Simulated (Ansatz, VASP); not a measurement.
Si: VASP beside Ansatz

INCAR

```
SYSTEM = Si
ALGO = Normal
EDIFF = 1E-8
ENCUT = 520
GGA = PE
ISIF = 2
ISMEAR = -1
LASPH = .TRUE.
LCHARG = .FALSE.
LEFG = .TRUE.
LREAL = .FALSE.
LWAVE = .FALSE.
NBANDS = 11
NELM = 100
PREC = Accurate
SIGMA = 0.05
```

The input KPOINTS:

```
k-points
0
G
  16 16 16
  0 0 0
```

POSCAR

```
Si
1.0
   -2.2879081992      2.4073347711      1.2959053549
    2.2879081992     -2.4073347711      1.2959053549
    2.2879081992      2.4073347711     -1.2959053549
Si
2
Direct
    0.8070000000      0.5570000000      0.2500000000
    0.1930000000      0.4430000000      0.7500000000
```

Input for Ansatz:

```yaml
crystal:
  lattice:
    - [-2.2879081992, 2.4073347711, 1.2959053549]
    - [2.2879081992, -2.4073347711, 1.2959053549]
    - [2.2879081992, 2.4073347711, -1.2959053549]
  atoms:
    - { symbol: Si, position: [0.807, 0.557, 0.25] }
    - { symbol: Si, position: [0.193, 0.443, 0.75] }
kpoints:
  mp_grid: { grid: [16, 16, 16] }
scf:
  occupations: { method: fermi_dirac, width: 0.05 }
hamiltonian:
  xc: pbe
  pseudopotentials: { kind: paw }
output:
  forces: true
  stress: true
  eigenvalues: true
  efg: { contact_densities: true }
```

Change from the starting cell: volume scaled by 1.05, PAW files.

Alike in both runs: task electric field gradients; functional PBE; k mesh 16 × 16 × 16; occupations fermi-dirac, width 0.05 eV; no spin polarisation.

|  | VASP | Ansatz |
| --- | --- | --- |
| version | VASP 6.6.1 | Ansatz 0.2.0 |
| potentials or method | VASP PAW PBE potentials, release 64 (Si) | PAW with Ansatz's default frozen-core files, scalar-relativistic |
| plane-wave cutoff (eV) | 520 | 420 |
| valence electrons in the cell | 8 | 8 |

VASP gave:

* pressure (GPa): 8.0
* traceless stress, the component that is largest in VASP (GPa): 0.94
* rms of the force components (eV/Å): 0.024
* size of Vzz on the site where it differs most (V/Å²): 25.0

Question: Estimate Ansatz's values.

Answer: Pressure (GPa): 8.0; traceless stress, the component that is largest in VASP (GPa): 0.95; rms of the force components (eV/Å): 0.022; size of Vzz on the site where it differs most (V/Å²): 24.9.

Atom by atom the forces differ by 0.001 eV/Å (rms over components).
